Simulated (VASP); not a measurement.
GaN:

```
CELL_PARAMETERS angstrom
3.20106 0.00000 0.00000
-1.60053 2.77220 0.00000
0.00000 0.00000 5.20021
ATOMIC_POSITIONS crystal
Ga 0.66667 0.33333 0.50000
Ga 0.33333 0.66667 0.00000
N 0.66667 0.33333 0.87500
N 0.33333 0.66667 0.37500
```

Base run:

```yaml
Program: VASP 6.6.1
Functional: PBEsol
Dispersion: D3(BJ)
Potentials_or_basis: VASP PAW PBE potentials, release 64 (Ga_d, N)
Cutoff: 520 eV
k_mesh: 10 × 10 × 5
Occupations: fermi-dirac, width 0.05 eV
Spin: no spin polarisation
```

Its results: band gap on the k mesh 1.79 eV, direct; pressure -5.9 GPa; largest force 0.126 eV/Å.

Question: After a change of settings the same cell gave: band gap on the k mesh 2.24 eV, direct; pressure -3.4 GPa; largest force 0.130 eV/Å. Which change was it?
A. functional from PBEsol to RPBE; dispersion from D3(BJ) to D4
B. functional from PBEsol to r2SCAN
C. functional from PBEsol to revPBE
D. functional from PBEsol to revPBE; dispersion from D3(BJ) to none

Answer: B.

r2SCAN gives the wider gap, since meta-GGAs in the generalised Kohn-Sham scheme recover part of the derivative discontinuity.

Caveats: the PAW data sets were made with another functional, which shifts forces and pressure a little.
